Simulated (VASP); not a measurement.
Crystal: C.

```
C
1.0
     0.00000    1.74696    1.74696
     1.74696    0.00000    1.74696
     1.74696    1.74696    0.00000
C
2
Direct
  0.75000 0.75000 0.75000
  0.50000 0.50000 0.50000
```

Base run:

| Property | Result |
| --- | --- |
| Program | VASP 6.6.1 |
| Functional | revpbe exchange, lda correlation |
| Potentials or basis | VASP PAW PBE potentials, release 64 (C) |
| Cutoff | 600 eV |
| k mesh | 13 × 13 × 13 |
| Occupations | gaussian, width 0.1 eV |
| Spin | no spin polarisation |

Its results: band gap on the k mesh 4.74 eV (least direct gap 5.95 eV); pressure 48.9 GPa.

**Question.** The run is repeated on the same cell with these changes: functional from revpbe exchange, lda correlation to b88 exchange, pbe correlation; occupations from gaussian, width 0.1 eV to fermi-dirac, width 0.05 eV. What comes out?

**Answer.** Band gap on the k mesh 4.29 eV (least direct gap 5.78 eV); pressure 32.8 GPa.

Caveats: the cell stands under pressure; the PAW data sets were made with another functional, which shifts forces and pressure a little; an odd mesh through Γ misses points on the zone boundary, where band edges can lie.
